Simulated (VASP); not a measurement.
A run of VASP 6.6.1:

Contents of POSCAR:

```
Ni
1.0
    2.4802374197      0.0000000000      0.0000000000
   -1.2401187098      2.1479486129      0.0000000000
    0.0000000000      0.0000000000      4.1264032895
Ni
2
Direct
    0.6666666667      0.3333333333      0.7500000000
    0.3333333333      0.6666666667      0.2500000000
```

INCAR.step1

```
  PREC = Accurate
  ENCUT = 520
  EDIFF = 1E-5
  ISMEAR = -1
  SIGMA = 0.05
  LREAL = False
  LASPH = True
  NELM = 150
  ALGO = Normal
  ISIF = 2
  LWAVE = True
  LCHARG = False
  ISPIN = 2
  MAGMOM = 1 1
  LORBIT = 11
  LMAXMIX = 4
  GGA = PE
  NBANDS = 21
  KPAR = 4
```

The input INCAR.step2:

```
  PREC = Accurate
  ENCUT = 520
  EDIFF = 1E-6
  ISMEAR = -1
  SIGMA = 0.05
  LREAL = False
  LASPH = True
  NELM = 150
  ALGO = Normal
  ISIF = 2
  LWAVE = False
  LCHARG = False
  ISPIN = 2
  MAGMOM = 1 1
  LORBIT = 11
  LMAXMIX = 4
  GGA = PE
  LHFCALC = True
  AEXX = 0.25
  PRECFOCK = Normal
  ISTART = 1
  NBANDS = 21
  KPAR = 4
```

Contents of KPOINTS:

```
Automatic mesh
0
Gamma
  6 6 4
```

Potentials or basis: VASP PAW PBE potentials, release 64 (Ni).

Run with:

```bash
$ cat potpaw_PBE.64/Ni/POTCAR > POTCAR
$ cp INCAR.step1 INCAR
$ mpirun -np 4 vasp_std > vasp.out
$ cp INCAR.step2 INCAR
$ mpirun -np 4 vasp_std > vasp.out
```

Hardware: 4 MPI ranks on Oxide Virtual Turin-like Processor, with other jobs on the host.

**Question.** Estimate the wall time of this run.

**Answer.** Run time: 64 min on 4 MPI ranks on Oxide Virtual Turin-like Processor, with other jobs on the host, peak memory 0.13 GiB a rank. Counts: k points 21.
